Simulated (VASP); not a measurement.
# H17O8F in VASP: notebook, part 2 of 2

VASP 6.6.1. The steps go on from the part before.

**4. Single point, PBEsol**

INCAR

```
SYSTEM = H17O8F
PREC     = Accurate       ! precision mode
ENCUT    = 520            ! plane-wave cutoff, eV
EDIFF    = 1E-6           ! SCF threshold, eV
ISMEAR   = -1             ! smearing method
SIGMA    = 0.05           ! smearing width, eV
LREAL    = Auto         
LASPH    = .TRUE.         ! aspherical terms in the spheres
NELM     = 60             ! most SCF steps
ALGO     = Normal         ! electronic algorithm
ISIF     = 2              ! what is computed and relaxed
LWAVE    = .FALSE.        ! write WAVECAR
LCHARG   = .FALSE.        ! write CHGCAR
GGA      = PS             ! functional
NBANDS   = 55             ! bands
```

KPOINTS

```
Automatic mesh
0
G
  1 1 1
  0 0 0
```

POSCAR

```
H17O8F
1.0
    7.0886680000      0.0000000000      0.0000000000
    0.0000000000      7.0886680000      0.0000000000
    0.0000000000      0.0000000000      7.0886680000
O H F
8 17 1
Direct
    0.9798879000      0.8422597870      0.8440795930
    0.2532774846      0.6894807318      0.4255524451
    0.2999576225      0.1838850402      0.7860433018
    0.5878537406      0.7884979237      0.2693312763
    0.1013589577      0.0260838849      0.4298127660
    0.6084641007      0.0344352423      0.0109047285
    0.0414182185      0.1173845354      0.0701119025
    0.7435106285      0.9613794862      0.5598795147
    0.9078433353      0.8782185878      0.7313785890
    1.0761260084      0.7472489895      0.7972442778
    0.3887049020      0.7045893530      0.3819194241
    0.1908821234      0.8186164171      0.4266810069
    0.2813081386      0.3257311529      0.7583371093
    0.2583560127      0.1326624410      0.6674878835
    0.5758627714      0.9009167872      0.1795682913
    0.6857141567      0.6997365372      0.2199143760
    0.0828787580      0.0726934877      0.2953728401
   -0.0079704678      0.0248847879      0.4979637924
    0.7386013846      0.0781529055     -0.0045424613
    0.5084594172      0.0915686840     -0.0763189925
    0.1470657111      0.1811059567      0.0147277316
    0.0308943796      0.0077024344     -0.0128938187
    0.6665427130      1.0550642236      0.6249552102
    0.6502773159      0.9001973290      0.4662229914
    0.2436706021      0.6177465216      0.5914933525
    0.2233000615      0.5568888259      0.7318864419
```

Command:

```bash
cat potpaw_PBE.64/O/POTCAR potpaw_PBE.64/H/POTCAR potpaw_PBE.64/F/POTCAR > POTCAR
mpirun -np 1 vasp_gam > vasp.out
```

It took 34 s on 1 thread of Intel Xeon Platinum 8559C (Emerald Rapids), shared host; peak memory 0.35 GiB.

Results (log left out):

```
Free energy            : -127.0588 eV
Pressure               : -0.3 GPa
Largest force          : 4.680 eV/Å
Band gap on the k mesh : 5.03 eV
```

Forces on the atoms (eV/Å):
```
O    1.038 -0.926 -0.382
O    0.666 -0.398  0.454
O    0.591  2.014  0.364
O    0.279 -0.743  0.395
O    4.287 -0.044 -1.877
O   -1.153  0.291 -0.452
O   -0.742  0.573  1.657
O   -0.956  0.019 -0.245
H   -0.592 -0.060 -0.156
H   -0.639  0.431  0.645
H   -0.636  0.199 -0.170
H    0.023  0.344 -0.163
H    0.242 -0.916  0.570
H   -0.476 -0.875 -0.936
H    0.371 -0.389 -0.570
H   -0.823  0.963  0.251
H   -0.396 -0.136  0.079
H   -3.852  0.074  1.529
H   -0.256  0.359 -0.177
H    1.103 -0.196  0.619
H    0.740  0.670 -0.637
H   -0.169 -1.257 -0.739
H    0.080  0.036  0.161
H    1.248  0.000  0.212
H    0.016  0.052 -0.552
F    0.004 -0.085  0.117
```

Stress tensor (GPa, compression positive):
```
-0.31  1.33 -1.33
 1.33 -0.58  0.38
-1.33  0.38  0.12
```

Levels at points of the mesh, in eV from the valence-band top:
| k point | band 34 | band 35 | band 36 | band 37 | band 38 | band 39 |
| --- | --- | --- | --- | --- | --- | --- |
| (0.00, 0.00, 0.00) | -0.34 | -0.16 | 0.00 | 5.03 | 7.57 | 8.04 |

Caveat: the k points lie up to 0.89 Å⁻¹ apart; the PAW data sets were made with another functional, which shifts forces and pressure a little.

**5. Single point, PBEsol**

INCAR

```
SYSTEM = H17O8F
  PREC = Accurate
  ENCUT = 520
  EDIFF = 1E-6
  ISMEAR = -1
  SIGMA = 0.05
  LREAL = Auto
  LASPH = .TRUE.
  NELM = 60
  ALGO = Normal
  ISIF = 2
  LWAVE = .FALSE.
  LCHARG = .FALSE.
  GGA = PS
  NBANDS = 55
```

KPOINTS is that of step 4.

POSCAR

```
H17O8F
1.0
    7.0886680000      0.0000000000      0.0000000000
    0.0000000000      7.0886680000      0.0000000000
    0.0000000000      0.0000000000      7.0886680000
O H F
8 17 1
Direct
    1.0289803388      0.8618403345      0.8328221889
    0.2413570504      0.7229143755      0.4108388205
    0.3668954450      0.1881735751      0.7679157777
    0.5980107970      0.7453304344      0.2764271087
    0.0639612407      0.0357471954      0.4314068595
    0.6341529890     -0.0045847824      0.0276074433
   -0.0127668555      0.1226887759      0.0680945983
    0.6962097816      0.9751056193      0.5917049578
    0.8980812756      0.8528541610      0.7794412152
    1.1053980804      0.7514810963      0.7968633882
    0.3779553507      0.7432567021      0.3583606963
    0.1737138769      0.8516691711      0.4167778770
    0.3367628446      0.3183813941      0.7452598993
    0.2757217576      0.1240289431      0.6759238830
    0.6086898131      0.8454620812      0.1729379906
    0.6849100564      0.6470609147      0.2696980589
    0.0272970888      0.0792109322      0.3002115489
   -0.0419401783      0.0290040386      0.5104344004
    0.7508039592      0.0680522772      0.0464685326
    0.5411171746      0.0651180165     -0.0413900044
    0.0209912497      0.2360104889      0.0089861734
    0.0269444133      0.0146713036     -0.0120615044
    0.5842846639      1.0489840969      0.6371436778
    0.6533244327      0.9074483387      0.4741370311
    0.2303958938      0.6203704278      0.5750163500
    0.2314680276      0.5554499096      0.7143090916
```

Command:

```bash
cat potpaw_PBE.64/O/POTCAR potpaw_PBE.64/H/POTCAR potpaw_PBE.64/F/POTCAR > POTCAR
mpirun -np 1 vasp_gam > vasp.out
```

Run time: 34 s. Hardware: 1 thread of Intel Xeon Platinum 8559C (Emerald Rapids), shared host; peak memory 0.35 GiB.

The run converged. Its results:

```
Free energy            : -127.1159 eV
Pressure               : -0.2 GPa
Largest force          : 3.002 eV/Å
Band gap on the k mesh : 5.01 eV
```

Forces in eV/Å, atoms in the order of the input:
```
O   -0.925  0.161 -0.317
O    1.199 -0.095  0.102
O   -0.794 -2.135 -1.217
O   -1.997  2.047  0.912
O    2.182  0.402 -1.775
O    0.235 -0.887  0.626
O   -1.022 -0.916  1.874
O   -0.602  0.080 -0.380
H    0.816 -0.014  0.164
H   -0.034 -0.345  0.002
H   -1.246 -0.604  0.581
H    0.030 -0.292  0.092
H   -0.127  1.524 -0.049
H    0.955  0.487  1.142
H    0.276 -0.189 -0.419
H    1.496 -1.552 -0.374
H    0.068 -0.062  0.484
H   -2.293 -0.054  1.253
H    0.421  0.379 -0.083
H   -0.796  0.674 -0.626
H    0.721  1.648 -0.900
H    0.305 -0.571 -0.748
H    0.710 -0.317 -0.152
H    0.199  0.053  0.607
H    0.432  0.404 -0.285
F   -0.207  0.175 -0.513
```

Stress tensor (GPa, compression positive):
```
-0.85 -0.20 -1.13
-0.20  1.08 -0.07
-1.13 -0.07 -0.97
```

Levels at points of the mesh, in eV from the valence-band top:
```tsv
k point	band 34	band 35	band 36	band 37	band 38	band 39
(0.00, 0.00, 0.00)	-0.43	-0.17	0.00	5.01	7.66	7.92
```

Caveat: the k points lie up to 0.89 Å⁻¹ apart; the PAW data sets were made with another functional, which shifts forces and pressure a little.
